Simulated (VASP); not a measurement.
# Sn: single point with PBEsol

Sn:

```
CELL_PARAMETERS angstrom
-1.77878 1.77878 1.82559
1.77878 -1.77878 1.82559
1.77878 1.77878 -1.82559
ATOMIC_POSITIONS crystal
Sn 0.00000 0.00000 0.00000
```

This cell differs from its parent crystal: strain -0.050 along x and y, -0.025 along z.

| Quantity | Value |
| --- | --- |
| Program | VASP 6.6.1 |
| Task | single point |
| Functional | PBEsol |
| Potentials or basis | VASP PAW PBE potentials, release 64 (Sn_d) |
| Cutoff | 520 eV |
| k mesh | 22 × 22 × 22 |
| Occupations | gaussian, width 0.15 eV |
| Spin | no spin polarisation |

```yaml
Pressure: 9.2 GPa
Band_gap_on_the_k_mesh: zero (bands 7 and 8 overlap by 12.41 eV)
```

Stress tensor (GPa, compression positive):
```
9.26 0.00 0.00
0.00 9.26 0.00
0.00 0.00 9.06
```

Levels at points of the mesh, in eV from the Fermi level:
```tsv
k point	band 4	band 5	band 6	band 7	band 8	band 9	band 10	band 11
(0.00, 0.00, 0.00)	-21.34	-21.32	-12.36	9.48	9.66	9.66	12.22	12.61
(0.50, 0.00, 0.00)	-21.33	-21.19	-6.65	-5.32	4.34	6.17	9.07	9.17
(0.50, 0.50, 0.00)	-21.33	-21.19	-6.45	-5.23	3.96	5.67	8.60	8.72
(0.50, 0.50, 0.50)	-21.22	-21.22	-1.46	-1.02	-0.46	-0.46	3.74	3.98
```

It took 83 s on 1 thread of Intel(R) Xeon(R) 6975P-C (Granite Rapids), with other jobs on the host, peak memory 0.33 GiB.

Caveat: the cell differs from its parent crystal (strain -0.050 along x and y, -0.025 along z); the cell stands under pressure; the PAW data sets were made with another functional, which shifts forces and pressure a little; spin-orbit coupling is left out, which moves the levels of the heavy elements.
